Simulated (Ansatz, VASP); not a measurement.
# One calculation of Cd, two programs

File INCAR:

```
SYSTEM = Cd
PREC = Accurate
ENCUT = 520
EDIFF = 1E-6
ISMEAR = 0
SIGMA = 0.15
LREAL = .FALSE.
LASPH = .TRUE.
NELM = 100
ALGO = Fast
ISIF = 2
LWAVE = .FALSE.
LCHARG = .TRUE.
GGA = PS
LELF = .TRUE.
LVHAR = .TRUE.
NBANDS = 19
```

Contents of KPOINTS:

```
regular mesh
0
G
  18 18 8
  0 0 0
```

File POSCAR:

```
Cd
1.0
    3.0384499582      0.0000000000      0.0000000000
   -1.5192249791      2.6313748520      0.0000000000
    0.0000000000      0.0000000000      5.6176500000
Cd
2
Direct
    0.3333333333      0.6666666667      0.2500000000
    0.6666666667      0.3333333333      0.7500000000
```

Input for Ansatz:

```yaml
crystal:
  lattice:
    - [3.0384499582, 0.0, 0.0]
    - [-1.5192249791, 2.631374852, 0.0]
    - [0.0, 0.0, 5.61765]
  atoms:
    - { symbol: Cd, position: [0.3333333333, 0.6666666667, 0.25] }
    - { symbol: Cd, position: [0.6666666667, 0.3333333333, 0.75] }
basis:
  ecutwfc: 420
kpoints:
  mp_grid: { grid: [18, 18, 8] }
hamiltonian:
  xc: pbesol
scf:
  occupations: { method: gaussian, width: 0.15 }
output:
  forces: true
  stress: true
  eigenvalues: true
```

Change from the starting cell: strain +0.0200 x Voigt [1, 1, 0, 0, 0, 0], atoms carried along.

Alike in both runs: task single point; functional PBEsol; k mesh 18 × 18 × 8; occupations gaussian, width 0.15 eV; no spin polarisation.

|  | VASP | Ansatz |
| --- | --- | --- |
| version | VASP 6.6.1 | Ansatz 0.2.0 |
| potentials or method | VASP PAW PBE potentials, release 64 (Cd), cutoff 520 eV | scalar-relativistic, plane waves, PAW |
| valence electrons in the cell | 24 | 40 |

VASP gave:

| Item | Value |
| --- | --- |
| gap on the k mesh at the Fermi level (eV) | none |
| pressure (GPa) | -3.2 |
| traceless stress, the component that is largest in VASP (GPa) | 0.69 |

**Question.** Estimate Ansatz's values.

**Answer.** gap on the k mesh at the Fermi level (eV): none; pressure (GPa): -3.5; traceless stress, the component that is largest in VASP (GPa): 0.80.

VASP's potentials were made for PBE, not for PBEsol. A gap of «none» marks a metal or a gap that the smearing closes. With one functional, cell and mesh, what is left measures potentials, basis and numerics. VASP's potentials hold 24 valence electrons a cell and Ansatz's 40, so a difference there can come from the potentials and not from the codes.
